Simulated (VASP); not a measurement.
Ag, 1 atom in the cell. The structure is tetragonal, space group I4/mmm (No. 139). The conventional cell has a = 2.781 Å, b = 2.781 Å, c = 4.086 Å, α = 90.00°, β = 90.00°, γ = 90.00°. Ag (site symmetry 4/mmm) has 12 Ag at 2.78 to 2.84 Å within 3.7 Å.  This cell differs from its parent crystal: strain -0.0375 x Voigt [1, 1, 0, 0, 0, 0].

* Program: VASP 6.6.1
* Task: single point
* Functional: PBE
* Potentials or basis: VASP PAW PBE potentials, release 64 (Ag)
* Cutoff: 520 eV
* k mesh: 20 × 20 × 20
* Occupations: gaussian, width 0.15 eV
* Spin: no spin polarisation
* Dipole correction: no
* Further INCAR settings: ALGO = Fast; EDIFF = 1e-06; NBANDS = 12

Potentials or basis: VASP PAW PBE potentials, release 64 (Ag).

Command:

```console
$ cat potpaw_PBE.64/Ag/POTCAR > POTCAR
$ mpirun -np 1 vasp_std > vasp.out
```

Hardware: 1 thread of Intel(R) Xeon(R) Platinum 8488C (Sapphire Rapids), with other jobs on the host.

Q: Estimate the wall time of this run.

A: Run time: 57 s on 1 thread of Intel(R) Xeon(R) Platinum 8488C (Sapphire Rapids) (shared host), peak memory 0.24 GiB. Counts: scf iterations 12, k points 641.
